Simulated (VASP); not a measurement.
A run of VASP 6.6.1 is set up as follows.

Contents of INCAR:

```
PREC = Accurate
ENCUT = 520
EDIFF = 1E-6
ISMEAR = 0
SIGMA = 0.1
LREAL = False
LASPH = True
NELM = 100
ALGO = Fast
ISIF = 2
LWAVE = False
LCHARG = False
NBANDS = 14
ISYM = 0
```

The input KPOINTS:

```
Automatic mesh
0
Gamma
  9 9 20
```

The input POSCAR:

```
AlNi
1.0
    3.9621891213      0.0000000000      0.0000000000
   -1.9810945606      3.4313564336      0.0000000000
   -1.9810945606      1.1437854779      1.6572665354
Al Ni
1 1
Direct
    0.5000000000      0.5000000000      0.5000000000
    0.0000000000      0.0000000000      0.0000000000
```

Potentials or basis: VASP PAW LDA potentials, release 64 (Al, Ni).

Run with:

```console
$ cat potpaw_LDA.64/Al/POTCAR potpaw_LDA.64/Ni/POTCAR > POTCAR
$ mpirun -np 1 vasp_std > vasp.out
```

(1) Predict the band gap on the k mesh.

(2) Estimate the pressure.

Results:

(1) zero (an odd number of electrons rules out a gap without spin polarisation).

(2) 2.0 GPa.
